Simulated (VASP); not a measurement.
# Be24F in VASP: notebook

The runs below take Be24F through single point, with PBE.

All numbers are computed with VASP 6.6.1; they aren't measurements. Logs are shortened: lines on timing, memory, paths and dates and some standing lists are left out, and cuts for length are marked.

## 1. The cell of the first run

The cell holds a slab with vacuum, 25 atoms: a = 4.525 Å, b = 7.134 Å, c = 19.869 Å, α = 90.00°, β = 90.00°, γ = 90.00°.

## 2. Single point, PBE

INCAR

```
SYSTEM = Be24F
PREC = Accurate ; ENCUT = 520
EDIFF = 1E-6 ; ISMEAR = 0
SIGMA = 0.1 ; LREAL = Auto
LASPH = .TRUE. ; NELM = 100
ALGO = Normal ; ISIF = 2
LWAVE = .FALSE. ; LCHARG = .TRUE.
LDIPOL = .TRUE. ; IDIPOL = 3
DIPOL = 0.5 0.5 0.320 ; GGA = PE
LELF = .TRUE. ; LVHAR = .TRUE.
LVACPOTAV = .TRUE. ; NBANDS = 46
```

KPOINTS

```
regular mesh
0
G
  6 4 1
  0 0 0
```

POSCAR

```
Be24F
1.0
    4.5254381414      0.0000000000      0.0000000000
    0.0000000000      7.1336190818      0.0000000000
    0.0000000000      0.0000000000     19.8685529777
Be F
24 1
Direct
    0.0000000000      0.3750000000      0.2013231665
    0.0000000000      0.8750000000      0.2013231665
    0.5000000000      0.3750000000      0.2013231665
    0.5000000000      0.8750000000      0.2013231665
    0.2500000000      0.1250000000      0.2341987732
    0.2500000000      0.6250000000      0.2341987732
    0.7500000000      0.1250000000      0.2341987732
    0.7500000000      0.6250000000      0.2341987732
    0.2500000000      0.3750000000      0.2999499865
    0.2500000000      0.8750000000      0.2999499865
    0.7500000000      0.3750000000      0.2999499865
    0.7500000000      0.8750000000      0.2999499865
    0.0000000000      0.1250000000      0.3268353583
    0.0000000000      0.6250000000      0.3268353583
    0.5000000000      0.1250000000      0.3268353583
    0.5000000000      0.6250000000      0.3268353583
    0.0000000000      0.3750000000      0.3993099146
    0.0000000000      0.8750000000      0.3993099146
    0.5000000000      0.3750000000      0.3993099146
    0.5000000000      0.8750000000      0.3993099146
    0.2500000000      0.1250000000      0.4211958962
    0.2500000000      0.6250000000      0.4211958962
    0.7500000000      0.1250000000      0.4211958962
    0.7500000000      0.6250000000      0.4211958962
    0.3333333333      0.3125000000      0.4732093695
```

Potentials or basis: VASP PAW PBE potentials, release 64 (Be, F).

Command:

```bash
$ cat potpaw_PBE.64/Be/POTCAR potpaw_PBE.64/F/POTCAR > POTCAR
$ mpirun -np 1 vasp_std > vasp.out
```

OUTCAR:

```text
SYSTEM = Be24F
   PREC = Accurate
   ENCUT = 520
   EDIFF = 1E-6
   ISMEAR = 0
   LREAL = Auto
   LASPH = .TRUE.
   NELM = 100
   ISIF = 2
   GGA = PE

 ion  position               nearest neighbor table
   1  0.000  0.375  0.201-   5 2.21   6 2.21   7 2.21   8 2.21   3 2.26   3 2.26  11 2.26   9 2.26

   2  0.000  0.875  0.201-   5 2.21   6 2.21   7 2.21   8 2.21   4 2.26   4 2.26  12 2.26  10 2.26

   3  0.500  0.375  0.201-   5 2.21   6 2.21   7 2.21   8 2.21   1 2.26   1 2.26  11 2.26   9 2.26
[... 39 lines left out ...]
  23  0.750  0.125  0.421-  17 2.16  18 2.16  19 2.16  20 2.16  13 2.19  15 2.19  21 2.26  21 2.26

  24  0.750  0.625  0.421-  17 2.16  18 2.16  19 2.16  20 2.16  14 2.19  16 2.19  22 2.26  22 2.26

  25  0.333  0.312  0.473-  19 1.71  21 1.73

  LATTYP: Found a simple orthorhombic cell.
 ALAT       =     4.5254381414
 B/A-ratio  =     1.5763377730
 C/A-ratio  =     4.3904153271

  Lattice vectors:

 A1 = (   4.5254381414,   0.0000000000,   0.0000000000)
 A2 = (   0.0000000000,   7.1336190818,   0.0000000000)
 A3 = (   0.0000000000,   0.0000000000,  19.8685529777)

Analysis of symmetry for initial positions (statically):
=====================================================================
 Subroutine PRICEL returns:
 Original cell was already a primitive cell.

 Routine SETGRP: Setting up the symmetry group for a
 simple orthorhombic supercell.

 Subroutine GETGRP returns: Found  1 space group operations
 (whereof  1 operations were pure point group operations)
 out of a pool of  8 trial point group operations.

The static configuration has the point symmetry C_1 .

Analysis of symmetry for dynamics (positions and initial velocities):
=====================================================================
 Subroutine PRICEL returns:
 Original cell was already a primitive cell.

 Routine SETGRP: Setting up the symmetry group for a
 simple orthorhombic supercell.

 Subroutine GETGRP returns: Found  1 space group operations
 (whereof  1 operations were pure point group operations)
 out of a pool of  8 trial point group operations.

The dynamic configuration has the point symmetry C_1 .

 Subroutine INISYM returns: Found  1 space group operations
 (whereof  1 operations are pure point group operations),
 and found     1 'primitive' translations

----------------------------------------------------------------------------------------

                                     Primitive cell

  volume of cell :     641.4116

  direct lattice vectors                    reciprocal lattice vectors
     4.525438141  0.000000000  0.000000000     0.220973079  0.000000000  0.000000000
     0.000000000  7.133619082  0.000000000     0.000000000  0.140181300  0.000000000
     0.000000000  0.000000000 19.868552978     0.000000000  0.000000000  0.050330792

  length of vectors
     4.525438141  7.133619082 19.868552978     0.220973079  0.140181300  0.050330792

  position of ions in fractional coordinates (direct lattice)
     0.000000000  0.375000000  0.201323167
     0.000000000  0.875000000  0.201323167
     0.500000000  0.375000000  0.201323167
     0.500000000  0.875000000  0.201323167
     0.250000000  0.125000000  0.234198773
     0.250000000  0.625000000  0.234198773
[... 17 lines left out ...]
     0.750000000  0.625000000  0.421195896
     0.333333333  0.312500000  0.473209369

  ion indices of the primitive-cell ions
   primitive index   ion index
                 1           1
                 2           2
                 3           3
                 4           4
                 5           5
                 6           6
[... 17 lines left out ...]
                24          24
                25          25

----------------------------------------------------------------------------------------

 KPOINTS: regular mesh

Automatic generation of k-mesh.
 Grid dimensions read from file:
 generate k-points for:    6    4    1

 Generating k-lattice:

  Cartesian coordinates                     Fractional coordinates (reciprocal lattice)
     0.036828847  0.000000000  0.000000000     0.166666667  0.000000000  0.000000000
     0.000000000  0.035045325  0.000000000     0.000000000  0.250000000  0.000000000
     0.000000000  0.000000000  0.050330792     0.000000000  0.000000000  1.000000000

  Length of vectors
     0.036828847  0.035045325  0.050330792

  Shift w.r.t. Gamma in fractional coordinates (k-lattice)
     0.000000000  0.000000000  0.000000000

 Subroutine IBZKPT returns following result:
 ===========================================

 Found     14 irreducible k-points:

 Following reciprocal coordinates:
            Coordinates               Weight
  0.000000  0.000000  0.000000      1.000000
  0.166667  0.000000  0.000000      2.000000
  0.333333  0.000000  0.000000      2.000000
  0.500000  0.000000  0.000000      1.000000
  0.000000  0.250000  0.000000      2.000000
  0.166667  0.250000  0.000000      2.000000
  0.166667 -0.250000  0.000000      2.000000
  0.333333  0.250000  0.000000      2.000000
  0.333333 -0.250000  0.000000      2.000000
  0.500000  0.250000  0.000000      2.000000
  0.000000  0.500000  0.000000      1.000000
  0.166667  0.500000  0.000000      2.000000
  0.333333  0.500000  0.000000      2.000000
  0.500000  0.500000  0.000000      1.000000
   k-points           NKPTS =     14   k-points in BZ     NKDIM =     14   number of bands    NBANDS=     46
   number of dos      NEDOS =    301   number of ions     NIONS =     25
   total plane-waves  NPLWV = 291600
   dimension x,y,z NGX =    36 NGY =   54 NGZ =  150
   dimension x,y,z NGXF=    72 NGYF=  108 NGZF=  300
   ions per type =              24   1
   NGX,Y,Z   is equivalent  to a cutoff of  13.22, 12.58, 12.55 a.u.
   NGXF,Y,Z  is equivalent  to a cutoff of  26.45, 25.17, 25.10 a.u.
 SYSTEM =  Be24F
   PREC   = accura    normal or accurate (medium, high low for compatibility)
   ISTART =      0    job   : 0-new  1-cont  2-samecut
   ICHARG =      2    charge: 1-file 2-atom 10-const
   ISPIN  =      1    spin polarized calculation?
   LNONCOLLINEAR =      F non collinear calculations
   LSORBIT =      F    spin-orbit coupling
   LASPH  =      T    aspherical Exc in radial PAW
   ENCUT  =  520.0 eV  38.22 Ry    6.18 a.u.   8.41 13.26 36.94*2*pi/ulx,y,z
   NELM   =    100;   NELMIN=  2; NELMDL= -5     # of ELM steps
   EDIFF  = 0.1E-05   stopping-criterion for ELM
   LREAL  =      T    real-space projection
   EDIFFG = 0.1E-04   stopping-criterion for IOM
   NSW    =      0    number of steps for IOM
   IBRION =     -1    ionic relax: 0-MD 1-quasi-New 2-CG
   NFREE  =      0    steps in history (QN), initial steepest desc. (CG)
   ISIF   =      2    stress and relaxation
   ISYM   =      2    0-nonsym 1-usesym 2-fastsym
   POTIM  = 0.5000    time-step for ionic-motion
   TEBEG  =    0.0;   TEEND  =   0.0 temperature during run
   PSTRESS=    0.0 pullay stress
   NELECT =      55.0000    total number of electrons
   NUPDOWN=      -1.0000    fix difference up-down
   EMIN   =  10.00;   EMAX   =-10.00  energy-range for DOS
   EFERMI =   0.00;   METHOD = LEGACY
   ISMEAR =     0;   SIGMA  =   0.10  broadening in eV -4-tet -1-fermi 0-gaus
   EFERMI_NEDOS =   21; number of points for ismear=-14 and -15
   IALGO  =     38    algorithm
   IMIX   =      4    mixing-type and parameters
     AMIX     =   0.40;   BMIX     =  1.00
     AMIX_MAG =   1.60;   BMIX_MAG =  1.00
  volume/ion in A,a.u.               =      25.66       173.14
  Fermi-wavevector in a.u.,A,eV,Ry     =   0.721911  1.364213  7.090745  0.521155
  Thomas-Fermi vector in A             =   1.811739
   LORBIT       =      0    0 simple, 1 ext, 2 COOP (PROOUT), +10 PAW based schemes
   GGA     = PE    functional components
   LHFCALC =     F    Hartree Fock is set to
   AEXX    =    0.0000 exact exchange contribution
   IVDW    =     0    specifies the selected vdW correction
   LEPSILON=     F    determine dielectric tensor
   LRPA    =     F    only Hartree local field effects (RPA)
 non-spin polarized calculation
 Gauss-broadening in eV      SIGMA  =   0.10
  energy-cutoff  :      520.00
  volume of cell :      641.41
 maximum number of plane-waves:     17327
 NGX is ok and might be reduce to    36
   NGX = 17   NGY = 27   NGZ = 73

 dipolmoment           0.000000      0.000000     -0.131423 electrons x Angstroem

 number of electron      54.9999996 magnetization

 dipolmoment           0.000000      0.000000      0.055600 electrons x Angstroem

 Free energy of the ion-electron system (eV)
  ---------------------------------------------------
  ext. energy  EPLUGINS =         0.00000000
  ---------------------------------------------------
  free energy    TOTEN  =       -87.71325911 eV

  energy without entropy =      -87.69076475  energy(sigma->0) =      -87.70201193

 E-fermi :  -1.1365     XC(G=0):  -4.1977

 val. band max:       -1.1835881392   @ k =   0.0000   0.2500   0.0000
 cond. band min:      -1.1251569212   @ k =   0.3333   0.2500   0.0000
 fundamental gap:      0.0584312180
 Fermi energy:        -1.1364684387

 k-point     1 :       0.0000    0.0000    0.0000
  band No.  band energies     occupation
      1     -26.3776      2.00000
      2     -11.5040      2.00000
      3      -9.6565      2.00000
      4      -9.4684      2.00000
      5      -9.3085      2.00000
      6      -8.4801      2.00000
[... 577 lines left out ...]
     38       3.2762      0.00000
     39       3.3247      0.00000
 [bands above 39 left out]

------------------------ aborting loop because EDIFF is reached ----------------------------------------

  FORCE on cell =-STRESS in cart. coord.  units (eV):
  Direction    XX          YY          ZZ          XY          YZ          ZX
  --------------------------------------------------------------------------------------
  -------------------------------------------------------------------------------------
  Total        2.6919451     -2.6569889     -1.4341828     -0.8330877     -1.2086544     -0.3693713
  in kB        6.7241902     -6.6368735     -3.5824348     -2.0809639     -3.0190890     -0.9226500
  external PRESSURE =      -1.1650394 kB  Pullay stress =       0.0000000 kB

 VOLUME and BASIS-vectors are now :
 -----------------------------------------------------------------------------
  energy-cutoff  :      520.00
  volume of cell :      641.41
      direct lattice vectors                 reciprocal lattice vectors
     4.525438141  0.000000000  0.000000000     0.220973079  0.000000000  0.000000000
     0.000000000  7.133619082  0.000000000     0.000000000  0.140181300  0.000000000
     0.000000000  0.000000000 19.868552978     0.000000000  0.000000000  0.050330792

 POSITION                                       TOTAL-FORCE (eV/Angst)
 -----------------------------------------------------------------------------------
      0.00000      2.67511      4.00000         0.038428     -0.021358      0.557281
      0.00000      6.24192      4.00000        -0.078505     -0.026433      0.540971
      2.26272      2.67511      4.00000        -0.033278     -0.010170      0.557668
      2.26272      6.24192      4.00000         0.070124     -0.093207      0.513726
      1.13136      0.89170      4.65319        -0.014286      0.053490     -0.724403
      1.13136      4.45851      4.65319        -0.007710     -0.080746     -0.568850
[... 17 lines left out ...]
      3.39408      4.45851      8.36855         0.240772     -0.080168     -0.137778
      1.50848      2.22926      9.40199        -0.332926     -0.833701      0.070590
 -----------------------------------------------------------------------------------
    total drift:                                0.000039     -0.000490      0.002116

  FREE ENERGIE OF THE ION-ELECTRON SYSTEM (eV)
  ---------------------------------------------------
  free  energy   TOTEN  =       -87.7132591150 eV

  energy  without entropy=      -87.6907647516  energy(sigma->0) =      -87.70201193

 vacuum level on the upper side and lower side of the slab         3.619         3.307
```

It took 13 min on 1 thread of Intel Xeon Platinum 8488C (Sapphire Rapids), shared host; peak memory 0.71 GiB.

What came out:

```
Free energy            : -87.7133 eV
Largest force          : 1.064 eV/Å
Band gap on the k mesh : zero (an odd number of electrons rules out a gap without spin polarisation)
```

Forces in eV/Å, atoms in the order of the input:
```
Be   0.038 -0.021  0.557
Be  -0.079 -0.026  0.541
Be  -0.033 -0.010  0.558
Be   0.070 -0.093  0.514
Be  -0.014  0.053 -0.724
Be  -0.008 -0.081 -0.569
Be   0.002  0.082 -0.708
Be  -0.008  0.128 -0.818
Be  -0.077 -0.071  0.279
Be   0.013 -0.092  0.158
Be   0.037  0.017 -0.168
Be   0.038  0.041  0.220
Be   0.157  0.139  0.185
Be  -0.042 -0.058  0.063
Be  -0.026  0.096  0.328
Be   0.047  0.017  0.174
Be  -0.911  0.280 -0.474
Be  -0.024 -0.012 -0.002
Be   0.633  0.179  0.186
Be  -0.021  0.056 -0.020
Be   0.064 -0.211  0.563
Be  -0.128  0.861 -0.187
Be   0.363 -0.360 -0.588
Be   0.241 -0.080 -0.138
F   -0.333 -0.834  0.071
```

Levels at points of the mesh, in eV from the Fermi level:
| k point | band 25 | band 26 | band 27 | band 28 | band 29 | band 30 |
| --- | --- | --- | --- | --- | --- | --- |
| (0.00, 0.00, 0.00) | -1.51 | -0.94 | -0.15 | 0.22 | 0.32 | 0.63 |
| (0.50, 0.00, 0.00) | -0.82 | -0.19 | 0.71 | 0.80 | 1.35 | 1.37 |
| (0.00, 0.50, 0.00) | -1.15 | -0.94 | -0.89 | -0.52 | 0.22 | 0.44 |
| (0.50, 0.50, 0.00) | -0.53 | -0.45 | -0.15 | 0.19 | 0.40 | 0.46 |

Caveat: an odd number of electrons without spin polarisation forces a metal; a magnetic or distorted state may lie lower.

## 3. Single point, PBE

INCAR

```
PREC = Accurate
ENCUT = 520
EDIFF = 1E-6
ISMEAR = 0
SIGMA = 0.1
LREAL = Auto
LASPH = True
NELM = 80
ALGO = Normal
ISIF = 2
LWAVE = False
LCHARG = False
LDIPOL = True
IDIPOL = 3
DIPOL = 0.5 0.5 0.320
GGA = PE
NBANDS = 46
```

KPOINTS

```
regular mesh
0
Gamma
  6 4 1
```

Edit POSCAR of step 2 so:

```diff
@@ -32,2 +32,2 @@
     0.7500000000      0.6250000000      0.4211958962
-    0.3333333333      0.3125000000      0.4732093695
+    0.4166666667      0.2500000000      0.4781339542
```

Potentials or basis: VASP PAW PBE potentials, release 64 (Be, F).

Command:

```bash
$ cat potpaw_PBE.64/Be/POTCAR potpaw_PBE.64/F/POTCAR > POTCAR
$ mpirun -np 1 vasp_std > vasp.out
```

Run time: 14 min. Hardware: 1 thread of AMD EPYC 7R13, shared host; peak memory 0.7 GiB.

Results (log left out):

```yaml
Free_energy: -88.0846 eV
Largest_force: 1.110 eV/Å
Band_gap_on_the_k_mesh: zero (an odd number of electrons rules out a gap without spin polarisation)
```

Forces in eV/Å, atoms in the order of the input:
```
Be   0.021 -0.066  0.546
Be  -0.044  0.063  0.532
Be  -0.015  0.032  0.561
Be   0.040 -0.179  0.521
Be  -0.038  0.048 -0.672
Be  -0.001 -0.034 -0.663
Be   0.037  0.057 -0.650
Be  -0.016  0.117 -0.786
Be  -0.108 -0.055  0.308
Be  -0.031 -0.055  0.061
Be   0.073  0.046  0.084
Be   0.063 -0.010  0.080
Be   0.111  0.079  0.087
Be  -0.097  0.011 -0.007
Be   0.022 -0.032  0.269
Be   0.071  0.207 -0.034
Be  -0.559  0.593 -0.753
Be  -0.051 -0.111 -0.030
Be   0.144  0.324  0.312
Be   0.014 -0.171 -0.337
Be   0.009 -0.175  0.611
Be  -0.159  0.234 -0.084
Be   0.010 -0.096  0.003
Be   0.191 -0.121 -0.030
F    0.312 -0.708  0.070
```

Levels at points of the mesh, in eV from the Fermi level:
| k point | band 24 | band 25 | band 26 | band 27 | band 28 | band 29 | band 30 | band 31 |
| --- | --- | --- | --- | --- | --- | --- | --- | --- |
| (0.00, 0.00, 0.00) | -2.16 | -1.67 | -0.85 | -0.09 | 0.06 | 0.27 | 0.84 | 1.27 |
| (0.50, 0.00, 0.00) | -1.21 | -0.84 | -0.28 | 0.78 | 0.88 | 1.39 | 1.43 | 1.45 |
| (0.00, 0.50, 0.00) | -1.47 | -1.10 | -0.90 | -0.87 | -0.72 | 0.20 | 0.47 | 1.44 |
| (0.50, 0.50, 0.00) | -1.50 | -0.50 | -0.37 | -0.16 | 0.17 | 0.45 | 0.54 | 0.67 |

Caveat: an odd number of electrons without spin polarisation forces a metal; a magnetic or distorted state may lie lower.
